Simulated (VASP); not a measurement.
## Ta: single point with PBE

The system is Ta.

```
CELL_PARAMETERS angstrom
-1.67583 1.67583 1.67583
1.67583 -1.67583 1.67583
1.67583 1.67583 -1.67583
ATOMIC_POSITIONS crystal
Ta 0.00000 0.00000 0.00000
```

This cell differs from its parent crystal: volume scaled by 1.03.

```yaml
Program: VASP 6.6.1
Task: single point
Functional: PBE
Potentials_or_basis: VASP PAW PBE potentials, release 64 (Ta_pv)
Cutoff: 520 eV
k_mesh: 18 × 18 × 18
Occupations: gaussian, width 0.1 eV
Spin: no spin polarisation
```

```yaml
Pressure: -5.4 GPa
```

Levels at points of the mesh, in eV from the Fermi level:
| k point | band 3 | band 4 | band 5 | band 6 | band 7 | band 8 |
| --- | --- | --- | --- | --- | --- | --- |
| (0.00, 0.00, 0.00) | -33.25 | -7.75 | 0.73 | 0.73 | 0.73 | 3.84 |
| (0.50, 0.00, 0.00) | -33.26 | -4.19 | -1.42 | 1.39 | 3.70 | 4.67 |
| (0.50, 0.50, 0.50) | -33.97 | -3.55 | -3.55 | 6.47 | 6.47 | 6.47 |

It took 69 s on 1 thread of AMD EPYC 7R43 64-Core Processor (Zen 3) (shared host), peak memory 0.13 GiB.

Caveat: spin-orbit coupling is left out, which moves the levels of the heavy elements.
